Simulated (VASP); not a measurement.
# TiO2 (P4_2/mnm) in VASP: further runs

TiO2 is run at these levels: PBEsol+D3(BJ), PBE, PBE+U, PBEsol; tasks: relaxation of cell and atoms, single point.

Program: VASP 6.6.1. These are calculated values, not measurements. Logs are shortened: lines on timing, memory, paths and dates and some standing lists are left out, and cuts for length are marked.

## 1. The cell of the first run

Symmetry: P4_2/mnm, No. 136, tetragonal system. The conventional cell has a = 4.600 Å, b = 4.600 Å, c = 2.959 Å, α = 90.00°, β = 90.00°, γ = 90.00°. Within 2.6 Å of Ti (site symmetry mmm) lie 6 O at 1.95 to 1.98 Å. Within 2.6 Å of O (site symmetry m2m) lie 3 Ti at 1.95 to 1.98 Å and 1 O at 2.55 Å.

## 2. Relaxation of cell and atoms, PBEsol+D3(BJ)

INCAR reads:

```
SYSTEM = TiO2
PREC = Accurate
ENCUT = 600
EDIFF = 1E-6
ISMEAR = -1
SIGMA = 0.05
LREAL = .False.
LASPH = .True.
NELM = 80
ALGO = Normal
ISIF = 3
LWAVE = .False.
LCHARG = .False.
GGA = PS
IVDW = 12
IBRION = 2
NSW = 60
EDIFFG = -0.01
```

KPOINTS reads:

```
regular mesh
0
Gamma
  6 6 9
  0 0 0
```

POSCAR reads:

```
TiO2
1.0
    4.5998373239      0.0000000000      0.0000000000
    0.0000000000      4.5998373239      0.0000000000
    0.0000000000      0.0000000000      2.9592135600
Ti O
2 4
Direct
    0.0000000000      0.0000000000      0.5000000000
    0.5000000000      0.5000000000      0.0000000000
    0.3043213200      0.3043213200      0.5000000000
    0.1956786800      0.8043213200      0.0000000000
    0.8043213200      0.1956786800      0.0000000000
    0.6956786800      0.6956786800      0.5000000000
```

Potentials or basis: VASP PAW PBE potentials, release 64 (Ti_sv, O).

The run is started by

```
$ cat potpaw_PBE.64/Ti_sv/POTCAR potpaw_PBE.64/O/POTCAR > POTCAR
$ mpirun -np 1 vasp_std > vasp.out
```

OUTCAR:

```text
SYSTEM = TiO2
   PREC = Accurate
   ENCUT = 600
   EDIFF = 1E-6
   ISMEAR = -1
   LREAL = .False.
   LASPH = .True.
   NELM = 80
   ISIF = 3
   GGA = PS
   IVDW = 12
   IBRION = 2
   NSW = 60
   EDIFFG = -0.01
 IVDW          = 12

 ion  position               nearest neighbor table
   1  0.000  0.000  0.500-   4 1.95   5 1.95   4 1.95   5 1.95   3 1.98   6 1.98
   2  0.500  0.500  0.000-   3 1.95   6 1.95   3 1.95   6 1.95   5 1.98   4 1.98
   3  0.304  0.304  0.500-   2 1.95   2 1.95   1 1.98
   4  0.196  0.804  0.000-   1 1.95   1 1.95   2 1.98
   5  0.804  0.196  0.000-   1 1.95   1 1.95   2 1.98
   6  0.696  0.696  0.500-   2 1.95   2 1.95   1 1.98

  LATTYP: Found a simple tetragonal cell.
 ALAT       =     4.5998373239
 C/A-ratio  =     0.6433300466

  Lattice vectors:

 A1 = (   4.5998373239,   0.0000000000,   0.0000000000)
 A2 = (   0.0000000000,   4.5998373239,   0.0000000000)
 A3 = (   0.0000000000,   0.0000000000,   2.9592135600)

Analysis of symmetry for initial positions (statically):
=====================================================================
 Subroutine PRICEL returns:
 Original cell was already a primitive cell.

 Routine SETGRP: Setting up the symmetry group for a
 simple tetragonal supercell.

 Subroutine GETGRP returns: Found 16 space group operations
 (whereof  8 operations were pure point group operations)
 out of a pool of 16 trial point group operations.

The static configuration has the point symmetry D_2h.
 The point group associated with its full space group is D_4h.

Analysis of symmetry for dynamics (positions and initial velocities):
=====================================================================
 Subroutine PRICEL returns:
 Original cell was already a primitive cell.

 Routine SETGRP: Setting up the symmetry group for a
 simple tetragonal supercell.

 Subroutine GETGRP returns: Found 16 space group operations
 (whereof  8 operations were pure point group operations)
 out of a pool of 16 trial point group operations.

The dynamic configuration has the point symmetry D_2h.
 The point group associated with its full space group is D_4h.

 Subroutine INISYM returns: Found 16 space group operations
 (whereof  8 operations are pure point group operations),
 and found     1 'primitive' translations

----------------------------------------------------------------------------------------

                                     Primitive cell

  volume of cell :      62.6125

  direct lattice vectors                    reciprocal lattice vectors
     4.599837324  0.000000000  0.000000000     0.217398993  0.000000000  0.000000000
     0.000000000  4.599837324  0.000000000     0.000000000  0.217398993  0.000000000
     0.000000000  0.000000000  2.959213560     0.000000000  0.000000000  0.337927622

  length of vectors
     4.599837324  4.599837324  2.959213560     0.217398993  0.217398993  0.337927622

  position of ions in fractional coordinates (direct lattice)
     0.000000000  0.000000000  0.500000000
     0.500000000  0.500000000  0.000000000
     0.304321320  0.304321320  0.500000000
     0.195678680  0.804321320  0.000000000
     0.804321320  0.195678680  0.000000000
     0.695678680  0.695678680  0.500000000

  ion indices of the primitive-cell ions
   primitive index   ion index
                 1           1
                 2           2
                 3           3
                 4           4
                 5           5
                 6           6

----------------------------------------------------------------------------------------

 KPOINTS: regular mesh

Automatic generation of k-mesh.
 Grid dimensions read from file:
 generate k-points for:    6    6    9

 Generating k-lattice:

  Cartesian coordinates                     Fractional coordinates (reciprocal lattice)
     0.036233165  0.000000000  0.000000000     0.166666667  0.000000000  0.000000000
     0.000000000  0.036233165  0.000000000     0.000000000  0.166666667  0.000000000
     0.000000000  0.000000000  0.037547514     0.000000000  0.000000000  0.111111111

  Length of vectors
     0.036233165  0.036233165  0.037547514

  Shift w.r.t. Gamma in fractional coordinates (k-lattice)
     0.000000000  0.000000000  0.000000000

 Subroutine IBZKPT returns following result:
 ===========================================

 Found     50 irreducible k-points:

 Following reciprocal coordinates:
            Coordinates               Weight
  0.000000  0.000000  0.000000      1.000000
  0.166667  0.000000  0.000000      4.000000
  0.333333  0.000000  0.000000      4.000000
  0.500000  0.000000  0.000000      2.000000
  0.166667  0.166667  0.000000      4.000000
  0.333333  0.166667  0.000000      8.000000
[... 16 lines left out ...]
  0.333333  0.000000  0.222222      8.000000
  0.500000  0.000000  0.222222      4.000000
 [... further k-points ...]
   k-points           NKPTS =     50   k-points in BZ     NKDIM =     50   number of bands    NBANDS=     28
   number of dos      NEDOS =    301   number of ions     NIONS =      6
   total plane-waves  NPLWV =  38400
   dimension x,y,z NGX =    40 NGY =   40 NGZ =   24
   dimension x,y,z NGXF=    80 NGYF=   80 NGZF=   48
   ions per type =               2   4
   NGX,Y,Z   is equivalent  to a cutoff of  14.46, 14.46, 13.48 a.u.
   NGXF,Y,Z  is equivalent  to a cutoff of  28.91, 28.91, 26.97 a.u.
 SYSTEM =  TiO2
   PREC   = accura    normal or accurate (medium, high low for compatibility)
   ISTART =      0    job   : 0-new  1-cont  2-samecut
   ICHARG =      2    charge: 1-file 2-atom 10-const
   ISPIN  =      1    spin polarized calculation?
   LNONCOLLINEAR =      F non collinear calculations
   LSORBIT =      F    spin-orbit coupling
   LASPH  =      T    aspherical Exc in radial PAW
   ENCUT  =  600.0 eV  44.10 Ry    6.64 a.u.   9.19  9.19  5.91*2*pi/ulx,y,z
   NELM   =     80;   NELMIN=  2; NELMDL= -5     # of ELM steps
   EDIFF  = 0.1E-05   stopping-criterion for ELM
   LREAL  =      F    real-space projection
   EDIFFG = -.1E-01   stopping-criterion for IOM
   NSW    =     60    number of steps for IOM
   IBRION =      2    ionic relax: 0-MD 1-quasi-New 2-CG
   NFREE  =      1    steps in history (QN), initial steepest desc. (CG)
   ISIF   =      3    stress and relaxation
   ISYM   =      2    0-nonsym 1-usesym 2-fastsym
   POTIM  = 0.5000    time-step for ionic-motion
   TEBEG  =    0.0;   TEEND  =   0.0 temperature during run
   PSTRESS=    0.0 pullay stress
   NELECT =      48.0000    total number of electrons
   NUPDOWN=      -1.0000    fix difference up-down
   EMIN   =  10.00;   EMAX   =-10.00  energy-range for DOS
   EFERMI =   0.00;   METHOD = LEGACY
   ISMEAR =    -1;   SIGMA  =   0.05  broadening in eV -4-tet -1-fermi 0-gaus
   EFERMI_NEDOS =   21; number of points for ismear=-14 and -15
   IALGO  =     38    algorithm
   IMIX   =      4    mixing-type and parameters
     AMIX     =   0.40;   BMIX     =  1.00
     AMIX_MAG =   1.60;   BMIX_MAG =  1.00
  volume/ion in A,a.u.               =      10.44        70.42
  Fermi-wavevector in a.u.,A,eV,Ry     =   1.498309  2.831394 30.544140  2.244931
  Thomas-Fermi vector in A             =   2.610085
   LORBIT       =      0    0 simple, 1 ext, 2 COOP (PROOUT), +10 PAW based schemes
   GGA     = PS    functional components
   LHFCALC =     F    Hartree Fock is set to
   AEXX    =    0.0000 exact exchange contribution
   IVDW    =    12    specifies the selected vdW correction
   LEPSILON=     F    determine dielectric tensor
   LRPA    =     F    only Hartree local field effects (RPA)
 conjugate gradient relaxation of ions
 non-spin polarized calculation
  energy-cutoff  :      600.00
  volume of cell :       62.61
 maximum number of plane-waves:      2112
 NGX is ok and might be reduce to    40
   NGX = 19   NGY = 19   NGZ = 11

--------------------------------------- Ionic step        1  -------------------------------------------

 number of electron      47.9999988 magnetization

 Free energy of the ion-electron system (eV)
  ---------------------------------------------------
  ext. energy  EPLUGINS =         0.00000000
  ---------------------------------------------------
  free energy    TOTEN  =       -56.10321675 eV

  energy without entropy =      -56.10321675  energy(sigma->0) =      -56.10321675

------------------------ aborting loop because EDIFF is reached ----------------------------------------

 Edisp (eV)   -1.27287

 E8    (eV) :    -0.7970

  FORCE on cell =-STRESS in cart. coord.  units (eV):
  Direction    XX          YY          ZZ          XY          YZ          ZX
  --------------------------------------------------------------------------------------
  -------------------------------------------------------------------------------------
  Total      -1.96227    -1.96227    -2.68225    -0.00000     0.00000     0.00000
  in kB     -50.21206   -50.21206   -68.63544    -0.00000     0.00000     0.00000
  external pressure =      -56.35 kB  Pullay stress =        0.00 kB

 VOLUME and BASIS-vectors are now :
 -----------------------------------------------------------------------------
  energy-cutoff  :      600.00
  volume of cell :       62.61
      direct lattice vectors                 reciprocal lattice vectors
     4.599837324  0.000000000  0.000000000     0.217398993  0.000000000  0.000000000
     0.000000000  4.599837324  0.000000000     0.000000000  0.217398993  0.000000000
     0.000000000  0.000000000  2.959213560     0.000000000  0.000000000  0.337927622
[... 177 lines left out ...]
 POSITION                                       TOTAL-FORCE (eV/Angst)
 -----------------------------------------------------------------------------------
     -0.00000      4.56586      1.46607         0.000000      0.000000     -0.000000
      2.28293      2.28293      0.00000        -0.000000      0.000000     -0.000000
      1.38762      1.38762      1.46607        -0.007490     -0.007490      0.000000
      0.89531      3.67054      0.00000         0.007490     -0.007490     -0.000000
      3.67054      0.89531      0.00000        -0.007490      0.007490     -0.000000
      3.17824      3.17824      1.46607         0.007490      0.007490     -0.000000
 -----------------------------------------------------------------------------------
    total drift:                               -0.000000     -0.000000     -0.000000

  FREE ENERGIE OF THE ION-ELECTRON SYSTEM (eV)
  ---------------------------------------------------
  free  energy   TOTEN  =       -57.4026899352 eV

  energy  without entropy=      -57.4026899347  energy(sigma->0) =      -57.40268993

--------------------------------------- Ionic step        6  -------------------------------------------

 number of electron      47.9999996 magnetization

 Free energy of the ion-electron system (eV)
  ---------------------------------------------------
  ext. energy  EPLUGINS =         0.00000000
  ---------------------------------------------------
  free energy    TOTEN  =       -56.09845770 eV

  energy without entropy =      -56.09845770  energy(sigma->0) =      -56.09845770

 E-fermi :   5.8540     XC(G=0): -11.8185

 val. band max:        4.9649798781   @ k =   0.0000   0.0000   0.0000
 cond. band min:       6.8086878423   @ k =   0.0000   0.0000   0.0000
 fundamental gap:      1.8437079642
 Fermi energy:         5.8539740137

 k-point     1 :       0.0000    0.0000    0.0000
  band No.  band energies     occupation
      1     -51.6394      2.00000
      2     -51.6195      2.00000
      3     -28.0845      2.00000
      4     -28.0845      2.00000
      5     -27.9005      2.00000
      6     -27.9005      2.00000
[... 20 lines left out ...]
     27       7.3816      0.00000
[... 691 lines left out ...]
      6     -27.9693      2.00000
[... 20 lines left out ...]
     27       8.1753      0.00000
     28       8.1753      0.00000

 [... further k-points ...]

------------------------ aborting loop because EDIFF is reached ----------------------------------------

 Edisp (eV)   -1.30424

 E8    (eV) :    -0.8166

  FORCE on cell =-STRESS in cart. coord.  units (eV):
  Direction    XX          YY          ZZ          XY          YZ          ZX
  --------------------------------------------------------------------------------------
  -------------------------------------------------------------------------------------
  Total       0.01684     0.01684     0.04033    -0.00000     0.00000     0.00000
  in kB       0.44133     0.44133     1.05737    -0.00000     0.00000     0.00000
  external pressure =        0.65 kB  Pullay stress =        0.00 kB

 VOLUME and BASIS-vectors are now :
 -----------------------------------------------------------------------------
  energy-cutoff  :      600.00
  volume of cell :       61.12
      direct lattice vectors                 reciprocal lattice vectors
     4.565464540  0.000000000  0.000000000     0.219035761  0.000000000  0.000000000
    -0.000000000  4.565464540  0.000000000    -0.000000000  0.219035761  0.000000000
     0.000000000  0.000000000  2.932190832     0.000000000  0.000000000  0.341041923

 POSITION                                       TOTAL-FORCE (eV/Angst)
 -----------------------------------------------------------------------------------
      0.00000      0.00000      1.46610         0.000000      0.000000     -0.000000
      2.28273      2.28273      2.93219         0.000000      0.000000     -0.000000
      1.38713      1.38713      1.46610        -0.000205     -0.000205     -0.000000
      0.89560      3.66987      2.93219         0.000205     -0.000205     -0.000000
      3.66987      0.89560      0.00000        -0.000205      0.000205     -0.000000
      3.17833      3.17833      1.46610         0.000205      0.000205      0.000000
 -----------------------------------------------------------------------------------
    total drift:                                0.000000     -0.000000     -0.000000

  FREE ENERGIE OF THE ION-ELECTRON SYSTEM (eV)
  ---------------------------------------------------
  free  energy   TOTEN  =       -57.4026996812 eV

  energy  without entropy=      -57.4026996807  energy(sigma->0) =      -57.40269968

 reached required accuracy - stopping structural energy minimisation
```

Wall time 3.5 min (1 thread of AMD EPYC 9R45 (Zen 5), shared host); peak memory 0.23 GiB.

What came out:

- Free energy: -57.4027 eV
- Relaxed volume: 10.19 Å³/atom
- Relaxed cell: a = 4.565 Å, b = 4.565 Å, c = 2.932 Å, α = 90.00°, β = 90.00°, γ = 90.00°
- Space group after relaxing (to 0.05 Å): P4_2/mnm (No. 136)
- Energy gained by relaxing: 4.4 meV/atom
- Ionic steps: 6
- Pressure after relaxing: 0.1 GPa
- Band gap on the k mesh: 1.84 eV, direct
- Dispersion energy per atom: -0.217 eV

Step by step:
```tsv
step	energy change (eV)	largest force (eV/Å)	pressure (GPa)	volume (Å³)
1	0.0000	0.0497	-5.64	62.61
2	0.0246	0.2957	8.50	59.34
3	-0.0259	0.0834	-0.11	61.22
4	-0.0259	0.0863	-0.03	61.19
5	-0.0266	0.0106	0.03	61.13
6	-0.0266	0.0003	0.06	61.12
```

Final structure:
```
CELL_PARAMETERS angstrom
4.56546 0.00000 0.00000
0.00000 4.56546 0.00000
0.00000 0.00000 2.93219
ATOMIC_POSITIONS crystal
Ti 0.00000 0.00000 0.50000
Ti 0.50000 0.50000 0.00000
O 0.30383 0.30383 0.50000
O 0.19617 0.80383 0.00000
O 0.80383 0.19617 0.00000
O 0.69617 0.69617 0.50000
```

Levels at points of the mesh, in eV from the valence-band top:
| k point | band 21 | band 22 | band 23 | band 24 | band 25 | band 26 | band 27 | band 28 |
| --- | --- | --- | --- | --- | --- | --- | --- | --- |
| (0.00, 0.00, 0.00) | -0.71 | -0.47 | -0.47 | 0.00 | 1.84 | 2.12 | 2.42 | 2.53 |
| (0.50, 0.00, 0.00) | -1.69 | -1.69 | -0.78 | -0.78 | 2.54 | 2.54 | 3.09 | 3.09 |
| (0.50, 0.50, 0.00) | -1.33 | -1.33 | -1.11 | -1.11 | 1.88 | 1.88 | 2.55 | 2.55 |

Caveat: the PAW data sets were made with another functional, which shifts forces and pressure a little.

[end of part 1 of 2]
